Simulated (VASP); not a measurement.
# Sb (I4/mcm) in VASP: further runs

Runs on Sb. Level: PBEsol. Tasks: relaxation of cell and atoms.

Program: VASP 6.6.1. These are calculated values, not measurements. Logs are shortened: lines on timing, memory, paths and dates and some standing lists are left out, and cuts for length are marked.

## Step 1: The cell of the first run

The structure is tetragonal, space group I4/mcm (No. 140). The conventional cell has a = 8.060 Å, b = 8.060 Å, c = 4.051 Å, α = 90.00°, β = 90.00°, γ = 90.00°. Sb (site symmetry m2m) has 9 Sb at 3.03 to 4.05 Å within 4.1 Å.

## Step 2: Relaxation of cell and atoms, PBEsol

Contents of INCAR:

```
SYSTEM = Sb
PREC     = Accurate       ! precision mode
ENCUT    = 600            ! plane-wave cutoff, eV
EDIFF    = 1E-7           ! SCF threshold, eV
ISMEAR   = -1             ! smearing method
SIGMA    = 0.05           ! smearing width, eV
LREAL    = .False.        ! projectors in reciprocal space
LASPH    = .True.         ! aspherical terms in the spheres
NELM     = 60             ! most SCF steps
ALGO     = Normal         ! electronic algorithm
ISIF     = 3              ! what is computed and relaxed
LWAVE    = .False.        ! write WAVECAR
LCHARG   = .False.        ! write CHGCAR
GGA      = PS             ! functional
IBRION   = 2              ! ionic algorithm
NSW      = 80             ! ionic steps
EDIFFG   = -0.01          ! ionic threshold
```

Contents of KPOINTS:

```
Automatic mesh
0
Gamma
  7 7 7
  0 0 0
```

Contents of POSCAR:

```
Sb
1.0
   -4.0300106443      4.0300106443      2.0254867038
    4.0300106443     -4.0300106443      2.0254867038
    4.0300106443      4.0300106443     -2.0254867038
Sb
4
Direct
    0.6512630600      0.1512630600      0.8025261200
    0.1512630600      0.3487369400      0.5000000000
    0.3487369400      0.8487369400      0.1974738800
    0.8487369400      0.6512630600      0.5000000000
```

Potentials or basis: VASP PAW PBE potentials, release 64 (Sb).

On the command line:

```
cat potpaw_PBE.64/Sb/POTCAR > POTCAR
mpirun -np 1 vasp_std > vasp.out
```

OUTCAR:

```text
SYSTEM = Sb
   PREC = Accurate
   ENCUT = 600
   EDIFF = 1E-7
   ISMEAR = -1
   LREAL = .False.
   LASPH = .True.
   NELM = 60
   ISIF = 3
   GGA = PS
   IBRION = 2
   NSW = 80
   EDIFFG = -0.01

 ion  position               nearest neighbor table
   1  0.651  0.151  0.803-   3 3.03   3 3.03   2 3.17   4 3.17   2 3.17   4 3.17   3 3.45
   2  0.151  0.349  0.500-   4 3.03   4 3.03   1 3.17   3 3.17   1 3.17   3 3.17   4 3.45
   3  0.349  0.849  0.197-   1 3.03   1 3.03   2 3.17   4 3.17   4 3.17   2 3.17   1 3.45
   4  0.849  0.651  0.500-   2 3.03   2 3.03   1 3.17   3 3.17   3 3.17   1 3.17   2 3.45

  LATTYP: Found a body centered tetragonal cell.
 ALAT       =     8.0600212886
 C/A-ratio  =     0.5026008322

  Lattice vectors:

 A1 = (  -4.0300106443,   4.0300106443,   2.0254867038)
 A2 = (   4.0300106443,  -4.0300106443,   2.0254867038)
 A3 = (   4.0300106443,   4.0300106443,  -2.0254867038)

Analysis of symmetry for initial positions (statically):
=====================================================================
 Subroutine PRICEL returns:
 Original cell was already a primitive cell.

 Routine SETGRP: Setting up the symmetry group for a
 body centered tetragonal supercell.

 Subroutine GETGRP returns: Found 16 space group operations
 (whereof  8 operations were pure point group operations)
 out of a pool of 16 trial point group operations.

The static configuration has the point symmetry C_4h.
 The point group associated with its full space group is D_4h.

Analysis of symmetry for dynamics (positions and initial velocities):
=====================================================================
 Subroutine PRICEL returns:
 Original cell was already a primitive cell.

 Routine SETGRP: Setting up the symmetry group for a
 body centered tetragonal supercell.

 Subroutine GETGRP returns: Found 16 space group operations
 (whereof  8 operations were pure point group operations)
 out of a pool of 16 trial point group operations.

The dynamic configuration has the point symmetry C_4h.
 The point group associated with its full space group is D_4h.

 Subroutine INISYM returns: Found 16 space group operations
 (whereof  8 operations are pure point group operations),
 and found     1 'primitive' translations

----------------------------------------------------------------------------------------

                                     Primitive cell

  volume of cell :     131.5836

  direct lattice vectors                    reciprocal lattice vectors
    -4.030010644  4.030010644  2.025486704     0.000000000  0.124069151  0.246854249
     4.030010644 -4.030010644  2.025486704     0.124069151  0.000000000  0.246854249
     4.030010644  4.030010644 -2.025486704     0.124069151  0.124069151  0.000000000

  length of vectors
     6.048517833  6.048517833  6.048517833     0.276279161  0.276279161  0.175460276

  position of ions in fractional coordinates (direct lattice)
     0.651263060  0.151263060  0.802526120
     0.151263060  0.348736940  0.500000000
     0.348736940  0.848736940  0.197473880
     0.848736940  0.651263060  0.500000000

  ion indices of the primitive-cell ions
   primitive index   ion index
                 1           1
                 2           2
                 3           3
                 4           4

----------------------------------------------------------------------------------------

 KPOINTS: Automatic mesh

Automatic generation of k-mesh.
 Grid dimensions read from file:
 generate k-points for:    7    7    7

 Generating k-lattice:

  Cartesian coordinates                     Fractional coordinates (reciprocal lattice)
     0.000000000  0.017724164  0.035264893     0.142857143  0.000000000  0.000000000
     0.017724164  0.000000000  0.035264893     0.000000000  0.142857143  0.000000000
     0.017724164  0.017724164  0.000000000     0.000000000  0.000000000  0.142857143

  Length of vectors
     0.039468452  0.039468452  0.025065754

  Shift w.r.t. Gamma in fractional coordinates (k-lattice)
     0.000000000  0.000000000  0.000000000

 Subroutine IBZKPT returns following result:
 ===========================================

 Found     40 irreducible k-points:

 Following reciprocal coordinates:
            Coordinates               Weight
  0.000000  0.000000  0.000000      1.000000
  0.142857  0.000000 -0.000000      8.000000
  0.285714  0.000000 -0.000000      8.000000
  0.428571  0.000000 -0.000000      8.000000
  0.142857  0.142857  0.000000      8.000000
  0.285714  0.142857 -0.000000     16.000000
[... 16 lines left out ...]
 -0.142857  0.285714  0.142857      8.000000
 -0.428571  0.428571  0.142857      8.000000
 [... further k-points ...]
   k-points           NKPTS =     40   k-points in BZ     NKDIM =     40   number of bands    NBANDS=     14
   number of dos      NEDOS =    301   number of ions     NIONS =      4
   total plane-waves  NPLWV = 110592
   dimension x,y,z NGX =    48 NGY =   48 NGZ =   48
   dimension x,y,z NGXF=    96 NGYF=   96 NGZF=   96
   ions per type =               4
   NGX,Y,Z   is equivalent  to a cutoff of  13.19, 13.19, 13.19 a.u.
   NGXF,Y,Z  is equivalent  to a cutoff of  26.39, 26.39, 26.39 a.u.
 SYSTEM =  Sb
   PREC   = accura    normal or accurate (medium, high low for compatibility)
   ISTART =      0    job   : 0-new  1-cont  2-samecut
   ICHARG =      2    charge: 1-file 2-atom 10-const
   ISPIN  =      1    spin polarized calculation?
   LNONCOLLINEAR =      F non collinear calculations
   LSORBIT =      F    spin-orbit coupling
   LASPH  =      T    aspherical Exc in radial PAW
   ENCUT  =  600.0 eV  44.10 Ry    6.64 a.u.  12.08 12.08 12.08*2*pi/ulx,y,z
   NELM   =     60;   NELMIN=  2; NELMDL= -5     # of ELM steps
   EDIFF  = 0.1E-06   stopping-criterion for ELM
   LREAL  =      F    real-space projection
   EDIFFG = -.1E-01   stopping-criterion for IOM
   NSW    =     80    number of steps for IOM
   IBRION =      2    ionic relax: 0-MD 1-quasi-New 2-CG
   NFREE  =      1    steps in history (QN), initial steepest desc. (CG)
   ISIF   =      3    stress and relaxation
   ISYM   =      2    0-nonsym 1-usesym 2-fastsym
   POTIM  = 0.5000    time-step for ionic-motion
   TEBEG  =    0.0;   TEEND  =   0.0 temperature during run
   PSTRESS=    0.0 pullay stress
   NELECT =      20.0000    total number of electrons
   NUPDOWN=      -1.0000    fix difference up-down
   EMIN   =  10.00;   EMAX   =-10.00  energy-range for DOS
   EFERMI =   0.00;   METHOD = LEGACY
   ISMEAR =    -1;   SIGMA  =   0.05  broadening in eV -4-tet -1-fermi 0-gaus
   EFERMI_NEDOS =   21; number of points for ismear=-14 and -15
   IALGO  =     38    algorithm
   IMIX   =      4    mixing-type and parameters
     AMIX     =   0.40;   BMIX     =  1.00
     AMIX_MAG =   1.60;   BMIX_MAG =  1.00
  volume/ion in A,a.u.               =      32.90       221.99
  Fermi-wavevector in a.u.,A,eV,Ry     =   0.873677  1.651010 10.385484  0.763312
  Thomas-Fermi vector in A             =   1.993101
   LORBIT       =      0    0 simple, 1 ext, 2 COOP (PROOUT), +10 PAW based schemes
   GGA     = PS    functional components
   LHFCALC =     F    Hartree Fock is set to
   AEXX    =    0.0000 exact exchange contribution
   IVDW    =     0    specifies the selected vdW correction
   LEPSILON=     F    determine dielectric tensor
   LRPA    =     F    only Hartree local field effects (RPA)
 conjugate gradient relaxation of ions
 non-spin polarized calculation
  energy-cutoff  :      600.00
  volume of cell :      131.58
 maximum number of plane-waves:      4413
   NGX = 25   NGY = 25   NGZ = 25

--------------------------------------- Ionic step        1  -------------------------------------------

 number of electron      20.0000002 magnetization

 Free energy of the ion-electron system (eV)
  ---------------------------------------------------
  ext. energy  EPLUGINS =         0.00000000
  ---------------------------------------------------
  free energy    TOTEN  =       -17.17703490 eV

  energy without entropy =      -17.15176018  energy(sigma->0) =      -17.16439754

------------------------ aborting loop because EDIFF is reached ----------------------------------------

  FORCE on cell =-STRESS in cart. coord.  units (eV):
  Direction    XX          YY          ZZ          XY          YZ          ZX
  --------------------------------------------------------------------------------------
  -------------------------------------------------------------------------------------
  Total       -0.6204472     -0.6204472     -0.4443495      0.0000000      0.0000000     -0.0000000
  in kB       -7.5546381     -7.5546381     -5.4104518      0.0000000      0.0000000     -0.0000000
  external PRESSURE =      -6.8399093 kB  Pullay stress =       0.0000000 kB
[... 137 lines left out ...]
  energy  without entropy=      -17.1586165099  energy(sigma->0) =      -17.17042536

--------------------------------------- Ionic step        5  -------------------------------------------

 number of electron      20.0000000 magnetization

 Free energy of the ion-electron system (eV)
  ---------------------------------------------------
  ext. energy  EPLUGINS =         0.00000000
  ---------------------------------------------------
  free energy    TOTEN  =       -17.18292750 eV

  energy without entropy =      -17.16141702  energy(sigma->0) =      -17.17217226

 E-fermi :   6.1357     XC(G=0):  -9.1928

 val. band max:        6.0979772059   @ k =  -0.1429   0.1429   0.1429
 cond. band min:       6.1754767070   @ k =  -0.1429   0.2857   0.1429
 fundamental gap:      0.0774995011
 Fermi energy:         6.1357348676

 k-point     1 :       0.0000    0.0000    0.0000
  band No.  band energies     occupation
      1      -6.4822      2.00000
      2      -2.9663      2.00000
      3      -1.7764      2.00000
      4      -1.7764      2.00000
      5       1.2969      2.00000
      6       4.6122      2.00000
      7       4.9410      2.00000
      8       5.0197      2.00000
      9       5.0197      2.00000
     10       5.1211      2.00000
     11       5.1211      2.00000
     12       5.5987      1.99996
     13       8.7337      0.00000
     14       8.7337      0.00000
[... 375 lines left out ...]
 k-point    24 :      -0.4286    0.4286    0.1429
  band No.  band energies     occupation
      1      -5.8810      2.00000
      2      -4.4683      2.00000
      3      -2.5719      2.00000
      4      -0.4315      2.00000
      5       2.6673      2.00000
      6       3.5116      2.00000
      7       3.5869      2.00000
      8       4.3289      2.00000
      9       5.4118      2.00000
     10       6.2934      0.08188
     11       6.5290      0.00077
     12       7.8225      0.00000
     13       8.2224      0.00000
     14       9.2298      0.00000

 [... further k-points ...]

------------------------ aborting loop because EDIFF is reached ----------------------------------------

  FORCE on cell =-STRESS in cart. coord.  units (eV):
  Direction    XX          YY          ZZ          XY          YZ          ZX
  --------------------------------------------------------------------------------------
  -------------------------------------------------------------------------------------
  Total        0.0173019      0.0173019     -0.0106683      0.0000000      0.0000000      0.0000000
  in kB        0.2140912      0.2140912     -0.1320090      0.0000000      0.0000000      0.0000000
  external PRESSURE =       0.0987245 kB  Pullay stress =       0.0000000 kB
[... 19 lines left out ...]
  FREE ENERGIE OF THE ION-ELECTRON SYSTEM (eV)
  ---------------------------------------------------
  free  energy   TOTEN  =       -17.1829274965 eV

  energy  without entropy=      -17.1614170166  energy(sigma->0) =      -17.17217226

 reached required accuracy - stopping structural energy minimisation
```

Run time: 3 min. Hardware: 1 thread of Intel Xeon 6975P-C (Granite Rapids), shared host; peak memory 0.37 GiB.

What came out:

```yaml
Free_energy: -17.1829 eV
Relaxed_volume: 32.37 Å³/atom
Relaxed_cell: a = 5.997 Å, b = 5.997 Å, c = 5.997 Å, α = 96.61°, β = 96.61°, γ = 140.34°
Space_group_after_relaxing_to_0.1_Å: I4/mcm (No. 140)
Energy_gained_by_relaxing: 1.5 meV/atom
Ionic_steps: 5
Pressure_after_relaxing: 0.0 GPa
Largest_force_after_relaxing: 0.004 eV/Å
Band_gap_on_the_k_mesh: zero (bands 10 and 11 overlap by 1.60 eV)
```

Forces in eV/Å, atoms in the order of the input:
```
Sb   0.003  0.003  0.000
Sb  -0.003  0.003  0.000
Sb  -0.003 -0.003  0.000
Sb   0.003 -0.003  0.000
```

Step by step:
| step | energy change (eV) | largest force (eV/Å) | pressure (GPa) | volume (Å³) |
| --- | --- | --- | --- | --- |
| 1 | 0.0000 | 0.0524 | -0.68 | 131.58 |
| 2 | -0.0035 | 0.0069 | 0.38 | 128.93 |
| 3 | -0.0043 | 0.0214 | 0.05 | 129.73 |
| 4 | -0.0052 | 0.0140 | 0.03 | 129.65 |
| 5 | -0.0059 | 0.0042 | 0.01 | 129.48 |

Final structure:
```yaml
crystal:
  lattice:
    - [-3.98886, 3.98886, 2.03445]
    - [3.98886, -3.98886, 2.03445]
    - [3.98886, 3.98886, -2.03445]
  atoms:
    - { symbol: Sb, position: [0.65078, 0.15078, 0.80155] }
    - { symbol: Sb, position: [0.15078, 0.34922, 0.50000] }
    - { symbol: Sb, position: [0.34922, 0.84922, 0.19845] }
    - { symbol: Sb, position: [0.84922, 0.65078, 0.50000] }
```

Caveat: the PAW data sets were made with another functional, which shifts forces and pressure a little; spin-orbit coupling is left out, which moves the levels of the heavy elements.

## Step 3: Relaxation of cell and atoms, PBEsol, target pressure 5 GPa, at which the enthalpy is minimised

Contents of INCAR:

```
PREC     = Accurate       # precision mode
ENCUT    = 600            # plane-wave cutoff, eV
EDIFF    = 1E-6           # SCF threshold, eV
ISMEAR   = -1             # smearing method
SIGMA    = 0.05           # smearing width, eV
LREAL    = F              # projectors in reciprocal space
LASPH    = T              # aspherical terms in the spheres
NELM     = 80             # most SCF steps
ALGO     = Normal         # electronic algorithm
ISIF     = 3              # what is computed and relaxed
LWAVE    = F              # write WAVECAR
LCHARG   = F              # write CHGCAR
GGA      = PS             # functional
IBRION   = 2              # ionic algorithm
NSW      = 80             # ionic steps
EDIFFG   = -0.01          # ionic threshold
PSTRESS  = 50.0
```

Contents of KPOINTS:

```
regular mesh
0
Gamma
  7 7 7
```

POSCAR is that of step 2.

Potentials or basis: VASP PAW PBE potentials, release 64 (Sb).

On the command line:

```
cat potpaw_PBE.64/Sb/POTCAR > POTCAR
mpirun -np 1 vasp_std > vasp.out
```

Wall time 4.9 min (1 thread of Intel Xeon 6975P-C (Granite Rapids), shared host); peak memory 0.37 GiB.

It converged, with:

```yaml
Free_energy: -17.0242 eV
Relaxed_volume: 29.64 Å³/atom
Relaxed_cell: a = 5.773 Å, b = 5.773 Å, c = 5.773 Å, α = 97.10°, β = 97.10°, γ = 138.83°
Space_group_after_relaxing_to_0.1_Å: I4/mcm (No. 140)
Energy_change_on_relaxing_the_run_minimises_the_enthalpy: +38.2 meV/atom
Ionic_steps: 10
Pressure_after_relaxing: 5.0 GPa
Largest_force_after_relaxing: 0.007 eV/Å
Band_gap_on_the_k_mesh: zero (bands 10 and 11 overlap by 1.76 eV)
```

Forces on the atoms (eV/Å):
```
Sb  -0.005 -0.005  0.000
Sb   0.005 -0.005  0.000
Sb   0.005  0.005  0.000
Sb  -0.005  0.005  0.000
```

The path:
```csv
step,energy change (eV),largest force (eV/Å),pressure (GPa),volume (Å³)
1,0.0000,0.0524,-0.68,131.58
2,0.6347,0.3297,12.35,110.59
3,0.1338,0.1178,4.92,120.18
4,0.1407,0.1219,5.06,119.96
5,0.1396,0.0738,5.09,119.40
6,0.1573,0.0040,5.19,118.42
7,0.1608,0.0014,5.20,118.30
8,0.1633,0.0048,5.22,118.22
9,0.1365,0.0092,4.65,119.09
10,0.1528,0.0065,4.99,118.55
```

Final structure:
```
Sb
1.0
    -3.82135    3.82135    2.02955
     3.82135   -3.82135    2.02955
     3.82135    3.82135   -2.02955
Sb
4
Direct
  0.65257 0.15257 0.80514
  0.15257 0.34743 0.50000
  0.34743 0.84743 0.19486
  0.84743 0.65257 0.50000
```

Levels at points of the mesh, in eV from the Fermi level:
| k point | band 7 | band 8 | band 9 | band 10 | band 11 | band 12 | band 13 | band 14 |
| --- | --- | --- | --- | --- | --- | --- | --- | --- |
| (0.00, 0.00, 0.00) | -1.41 | -1.41 | -1.36 | -1.16 | -1.16 | -0.80 | 2.48 | 2.48 |

Caveat: the cell is relaxed towards a set pressure, so the run minimises the enthalpy, not the energy; the PAW data sets were made with another functional, which shifts forces and pressure a little; spin-orbit coupling is left out, which moves the levels of the heavy elements.

(Continued in part 2 of 2.)

The gap in the log of VASP goes by the Fermi energy; the results here count the filled bands.